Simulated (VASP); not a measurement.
# MgO (P6/mmm) in VASP: notebook, part 2 of 2

VASP 6.6.1.

## (3) Single point, PBE, collinear spin, ferromagnetic start

This run uses another cell than the first one, of 20.02 Å³/atom.

Input file INCAR:

```
SYSTEM = MgO
PREC = Accurate ; ENCUT = 520
EDIFF = 1E-6 ; ISMEAR = 0
SIGMA = 0.1 ; LREAL = .False.
LASPH = .True. ; NELM = 150
ALGO = Normal ; ISIF = 2
LWAVE = .False. ; LCHARG = .True.
ISPIN = 2 ; MAGMOM = 0 0 1 1
LORBIT = 11 ; GGA = PE
LELF = .True. ; LVHAR = .True.
NBANDS = 20
```

Input file KPOINTS:

```
regular mesh
0
Gamma
  6 6 4
  0 0 0
```

Input file POSCAR:

```
MgO
1.0
    3.6576976094      0.0000000000      0.0000000000
   -1.8288488047      3.1676590491      0.0000000000
    0.0000000000      0.0000000000      6.9117082990
Mg O
2 2
Direct
    0.0000000000      0.0000000000      0.5000000000
    0.0000000000      0.0000000000      0.0000000000
    0.3333333333      0.6666666667      0.0000000000
    0.6666666667      0.3333333333      0.0000000000
```

Potentials or basis: VASP PAW PBE potentials, release 64 (Mg, O).

Launch:

```
$ cat potpaw_PBE.64/Mg/POTCAR potpaw_PBE.64/O/POTCAR > POTCAR
$ mpirun -np 1 vasp_std > vasp.out
```

OUTCAR:

```text
SYSTEM = MgO
   PREC = Accurate
   ENCUT = 520
   EDIFF = 1E-6
   ISMEAR = 0
   LREAL = .False.
   LASPH = .True.
   NELM = 150
   ISIF = 2
   ISPIN = 2
   LORBIT = 11
   GGA = PE

 ion  position               nearest neighbor table
   1  0.000  0.000  0.500-   2 3.46   2 3.46
   2  0.000  0.000  0.000-   3 2.11   4 2.11   3 2.11   4 2.11   4 2.11   3 2.11   1 3.46   1 3.46

   3  0.333  0.667  0.000-   2 2.11   2 2.11   2 2.11
   4  0.667  0.333  0.000-   2 2.11   2 2.11   2 2.11

  LATTYP: Found a hexagonal cell.
 ALAT       =     3.6576976094
 C/A-ratio  =     1.8896335994

  Lattice vectors:

 A1 = (   3.6576976094,   0.0000000000,   0.0000000000)
 A2 = (  -1.8288488047,   3.1676590491,   0.0000000000)
 A3 = (   0.0000000000,   0.0000000000,   6.9117082990)

Analysis of symmetry for initial positions (statically):
=====================================================================
 Subroutine PRICEL returns:
 Original cell was already a primitive cell.

 Routine SETGRP: Setting up the symmetry group for a
 hexagonal supercell.

 Subroutine GETGRP returns: Found 24 space group operations
 (whereof 24 operations were pure point group operations)
 out of a pool of 24 trial point group operations.

The static configuration has the point symmetry D_6h.

Analysis of symmetry for dynamics (positions and initial velocities):
=====================================================================
 Subroutine PRICEL returns:
 Original cell was already a primitive cell.

 Routine SETGRP: Setting up the symmetry group for a
 hexagonal supercell.

 Subroutine GETGRP returns: Found 24 space group operations
 (whereof 24 operations were pure point group operations)
 out of a pool of 24 trial point group operations.

The dynamic configuration has the point symmetry D_6h.

Analysis of structural, dynamic, and magnetic symmetry:
=====================================================================
 Subroutine PRICEL returns:
 Original cell was already a primitive cell.

 Routine SETGRP: Setting up the symmetry group for a
 hexagonal supercell.

 Subroutine GETGRP returns: Found 24 space group operations
 (whereof 24 operations were pure point group operations)
 out of a pool of 24 trial point group operations.

The overall configuration has the point symmetry D_6h.

 Subroutine INISYM returns: Found 24 space group operations
 (whereof 24 operations are pure point group operations),
 and found     1 'primitive' translations

----------------------------------------------------------------------------------------

                                     Primitive cell

  volume of cell :      80.0814

  direct lattice vectors                    reciprocal lattice vectors
     3.657697609  0.000000000  0.000000000     0.273396029  0.157845271  0.000000000
    -1.828848805  3.167659049  0.000000000     0.000000000  0.315690541  0.000000000
     0.000000000  0.000000000  6.911708299     0.000000000  0.000000000  0.144682032

  length of vectors
     3.657697609  3.657697609  6.911708299     0.315690541  0.315690541  0.144682032

  position of ions in fractional coordinates (direct lattice)
     0.000000000  0.000000000  0.500000000
     0.000000000  0.000000000  0.000000000
     0.333333333  0.666666667  0.000000000
     0.666666667  0.333333333  0.000000000

  ion indices of the primitive-cell ions
   primitive index   ion index
[... 70 lines left out ...]
   ENCUT  =  520.0 eV  38.22 Ry    6.18 a.u.   6.80  6.80 12.85*2*pi/ulx,y,z
   NELM   =    150;   NELMIN=  2; NELMDL= -5     # of ELM steps
   EDIFF  = 0.1E-05   stopping-criterion for ELM
   LREAL  =      F    real-space projection
   EDIFFG = 0.1E-04   stopping-criterion for IOM
   NSW    =      0    number of steps for IOM
[... 5 lines left out ...]
   TEBEG  =    0.0;   TEEND  =   0.0 temperature during run
   PSTRESS=    0.0 pullay stress
   NELECT =      16.0000    total number of electrons
   NUPDOWN=      -1.0000    fix difference up-down
   EMIN   =  10.00;   EMAX   =-10.00  energy-range for DOS
   EFERMI =   0.00;   METHOD = LEGACY
   ISMEAR =     0;   SIGMA  =   0.10  broadening in eV -4-tet -1-fermi 0-gaus
   EFERMI_NEDOS =   21; number of points for ismear=-14 and -15
   IALGO  =     38    algorithm
   IMIX   =      4    mixing-type and parameters
     AMIX     =   0.40;   BMIX     =  1.00
     AMIX_MAG =   1.60;   BMIX_MAG =  1.00
  volume/ion in A,a.u.               =      20.02       135.10
  Fermi-wavevector in a.u.,A,eV,Ry     =   0.957057  1.808575 12.462356  0.915957
  Thomas-Fermi vector in A             =   2.086040
   LORBIT       =     11    0 simple, 1 ext, 2 COOP (PROOUT), +10 PAW based schemes
   GGA     = PE    functional components
   LHFCALC =     F    Hartree Fock is set to
   AEXX    =    0.0000 exact exchange contribution
   IVDW    =     0    specifies the selected vdW correction
   LEPSILON=     F    determine dielectric tensor
   LRPA    =     F    only Hartree local field effects (RPA)
 spin polarized calculation
 Gauss-broadening in eV      SIGMA  =   0.10
  energy-cutoff  :      520.00
  volume of cell :       80.08
 maximum number of plane-waves:      2185
 NGX is ok and might be reduce to    28
   NGX = 13   NGY = 13   NGZ = 25

 number of electron      16.0000010 magnetization      -0.0128249

 number of electron      16.0000010 magnetization       0.0019483

 Free energy of the ion-electron system (eV)
  ---------------------------------------------------
  ext. energy  EPLUGINS =         0.00000000
  ---------------------------------------------------
  free energy    TOTEN  =       -14.22244141 eV

  energy without entropy =      -14.21089676  energy(sigma->0) =      -14.21666909

 E-fermi :   0.5288     XC(G=0):  -7.8844

 val. band max:        0.4688310240   @ k =   0.1667   0.0000   0.5000
 cond. band min:       0.5350766260   @ k =   0.5000   0.0000   0.0000
 fundamental gap:      0.0662456020
 Fermi energy:         0.5288374094

 spin component 1

 k-point     1 :       0.0000    0.0000    0.0000
  band No.  band energies     occupation
      1     -18.1237      1.00000
      2     -14.0524      1.00000
      3      -3.4905      1.00000
      4      -3.4905      1.00000
      5      -3.2403      1.00000
      6      -3.0140      1.00000
[... 459 lines left out ...]
      6      -1.2455      1.00000
[... 12 lines left out ...]
     19      15.2784      0.00000
     20      15.2784      0.00000
 Fermi energy:         0.5288374094

 spin component 2

 k-point     1 :       0.0000    0.0000    0.0000
  band No.  band energies     occupation
      1     -18.1219      1.00000
      2     -14.0503      1.00000
      3      -3.4890      1.00000
      4      -3.4890      1.00000
      5      -3.2392      1.00000
      6      -3.0144      1.00000
[... 472 lines left out ...]
     19      15.2782      0.00000
     20      15.2784      0.00000

------------------------ aborting loop because EDIFF is reached ----------------------------------------

  FORCE on cell =-STRESS in cart. coord.  units (eV):
  Direction    XX          YY          ZZ          XY          YZ          ZX
  --------------------------------------------------------------------------------------
  -------------------------------------------------------------------------------------
  Total       -0.1578395     -0.1578395      0.0689852      0.0000000      0.0000000      0.0000000
  in kB       -3.1578727     -3.1578727      1.3801769      0.0000000      0.0000000      0.0000000
  external PRESSURE =      -1.6451895 kB  Pullay stress =       0.0000000 kB

 VOLUME and BASIS-vectors are now :
 -----------------------------------------------------------------------------
  energy-cutoff  :      520.00
  volume of cell :       80.08
      direct lattice vectors                 reciprocal lattice vectors
     3.657697609  0.000000000  0.000000000     0.273396029  0.157845271  0.000000000
    -1.828848805  3.167659049  0.000000000     0.000000000  0.315690541  0.000000000
     0.000000000  0.000000000  6.911708299     0.000000000  0.000000000  0.144682032

 POSITION                                       TOTAL-FORCE (eV/Angst)
 -----------------------------------------------------------------------------------
      0.00000      0.00000      3.45585        -0.000000      0.000000      0.000000
      0.00000      0.00000      0.00000        -0.000000      0.000000      0.000000
     -0.00000      2.11177      0.00000        -0.000000      0.000000      0.000000
      1.82885      1.05589      0.00000         0.000000     -0.000000      0.000000
 -----------------------------------------------------------------------------------
    total drift:                                0.000000     -0.000000     -0.000000

  FREE ENERGIE OF THE ION-ELECTRON SYSTEM (eV)
  ---------------------------------------------------
  free  energy   TOTEN  =       -14.2224414142 eV

  energy  without entropy=      -14.2108967600  energy(sigma->0) =      -14.21666909

 total charge

# of ion       s       p       d       tot
------------------------------------------
    1        0.257   0.039   0.002   0.299
    2        0.148   0.146   0.055   0.350
    3        1.616   3.241   0.000   4.857
    4        1.616   3.241   0.000   4.857
--------------------------------------------------
tot          3.637   6.668   0.058  10.363

 magnetization (x)

# of ion       s       p       d       tot
------------------------------------------
    1       -0.000  -0.000  -0.000  -0.000
    2       -0.000   0.000   0.000   0.000
    3        0.000   0.001   0.000   0.001
    4        0.000   0.001   0.000   0.001
--------------------------------------------------
tot         -0.000   0.002   0.000   0.002
```

OSZICAR:

```text
N       E                     dE             d eps       ncg     rms          rms(c)
DAV:   1     0.772020544209E+02    0.77202E+02   -0.66756E+03  1696   0.656E+02
DAV:   2    -0.135125523977E+02   -0.90715E+02   -0.75452E+02  2124   0.147E+02
DAV:   3    -0.214481226893E+02   -0.79356E+01   -0.77377E+01  2100   0.467E+01
DAV:   4    -0.214979656947E+02   -0.49843E-01   -0.49830E-01  1980   0.430E+00
DAV:   5    -0.214983211217E+02   -0.35543E-03   -0.35540E-03  2032   0.346E-01    0.176E+01
DAV:   6    -0.197523044242E+02    0.17460E+01   -0.23195E+01  1768   0.266E+01    0.184E+01
DAV:   7    -0.142855241470E+02    0.54668E+01   -0.11725E+01  2040   0.164E+01    0.281E+00
DAV:   8    -0.142914419613E+02   -0.59178E-02   -0.88073E-01  1804   0.439E+00    0.186E+00
DAV:   9    -0.142315479975E+02    0.59894E-01   -0.12078E-01  1916   0.168E+00    0.115E+00
DAV:  10    -0.142266720001E+02    0.48760E-02   -0.22037E-02  1916   0.913E-01    0.657E-01
DAV:  11    -0.142218639723E+02    0.48080E-02   -0.74190E-03  1964   0.523E-01    0.185E-01
DAV:  12    -0.142224760210E+02   -0.61205E-03   -0.28250E-03  1856   0.333E-01    0.115E-01
DAV:  13    -0.142224837816E+02   -0.77606E-05   -0.22558E-04  1892   0.847E-02    0.770E-02
DAV:  14    -0.142224421989E+02    0.41583E-04   -0.15140E-04  1824   0.753E-02    0.254E-02
DAV:  15    -0.142224398779E+02    0.23209E-05   -0.14458E-05  1932   0.240E-02    0.956E-03
DAV:  16    -0.142224411418E+02   -0.12639E-05   -0.28506E-06  1784   0.108E-02    0.417E-03
DAV:  17    -0.142224414142E+02   -0.27234E-06   -0.31400E-07  1240   0.384E-03
   1 F= -.14222441E+02 E0= -.14216669E+02  d E =-.115447E-01  mag=     0.0014
```

Wall time 44 s (1 thread of AMD EPYC 9R45 (Zen 5), shared host); peak memory 0.22 GiB.

Results:

```yaml
Free_energy: -14.2224 eV
Pressure: -0.2 GPa
Band_gap_on_the_k_mesh: zero (filled and empty bands overlap)
Net_moment: 0.00 μB per cell
Valence_electrons_inside_the_program's_atomic_spheres: Mg 0.30, 0.35; O 4.86
```

Levels at points of the mesh, in eV from the Fermi level:
Spin up:
```csv
k point,band 5,band 6,band 7,band 8,band 9,band 10,band 11,band 12
"(0.00, 0.00, 0.00)",-3.77,-3.54,-0.44,-0.44,0.10,1.96,4.15,9.61
"(0.50, 0.00, 0.00)",-2.33,-1.25,-0.18,0.01,0.41,0.93,3.35,6.01
"(0.00, 0.00, 0.50)",-4.02,-2.39,-0.44,-0.44,0.10,0.47,6.38,7.92
"(0.50, 0.00, 0.50)",-2.41,-1.41,-0.14,0.22,0.66,0.93,3.33,5.21
```
Spin down:
```csv
k point,band 4,band 5,band 6,band 7,band 8,band 9,band 10,band 11,band 12,band 13
"(0.00, 0.00, 0.00)",-4.02,-3.77,-3.54,-0.44,-0.44,0.10,1.96,4.15,9.61,9.61
"(0.50, 0.00, 0.00)",-3.98,-2.33,-1.25,-0.18,0.01,0.41,0.94,3.35,6.01,6.36
"(0.00, 0.00, 0.50)",-4.02,-4.02,-2.39,-0.44,-0.44,0.10,0.47,6.38,7.92,9.55
"(0.50, 0.00, 0.50)",-3.97,-2.41,-1.41,-0.14,0.22,0.66,0.94,3.33,5.21,6.40
```

The gap in the log of VASP goes by the Fermi energy; the results here count the filled bands.